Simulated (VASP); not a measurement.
Runs of VASP 6.6.1 on AlNi3. The structure is cubic, space group Pm-3m (No. 221). The conventional cell has a = 3.523 Å, b = 3.523 Å, c = 3.523 Å, α = 90.00°, β = 90.00°, γ = 90.00°. Within 3.3 Å of Al (site symmetry m-3m) lie 12 Ni at 2.49 Å. Within 3.3 Å of Ni (site symmetry 4/mmm) lie 4 Al at 2.49 Å and 8 Ni at 2.49 Å. 

```csv
spin,fixed moment (μB),k mesh for the DOS,occupations for the DOS,gap on the mesh (eV),pressure (GPa),moment (μB)
"collinear, ferromagnetic start",0.95,-,-,-,(a),0.95
"collinear, zero start",0.0,-,-,-,7.0,0.00
"collinear, ferromagnetic start",0.66,-,-,-,7.2,0.66
collinear,0.15,-,-,-,7.0,0.15
"collinear, ferromagnetic start",0.58,-,-,-,7.2,0.58
collinear,0.29,-,-,-,7.0,0.29
"collinear, ferromagnetic start",-,-,-,none,7.3,0.72
"collinear, ferromagnetic start",0.84,-,-,-,7.3,0.84
"collinear, ferromagnetic start",-,15 × 15 × 15,tetrahedron,-,-,0.00
off,-,-,-,none,7.0,-
```

Alike in all rows: task single point; level PBE; potentials or basis VASP PAW PBE potentials, release 64 (Al, Ni); cell as given; k mesh 10 × 10 × 10; cutoff (eV) 520; smearing fermi-dirac 0.03 eV.

Q: Estimate the missing entries.

A: (a) 7.5.

Caveats: the cell stands under pressure (at least some runs); the total moment is fixed, so each spin has its own Fermi level (at least some runs); tetrahedron occupations give inexact forces and stress in metals (at least some runs).

A gap of «none» marks levels without a gap at the run's occupations.
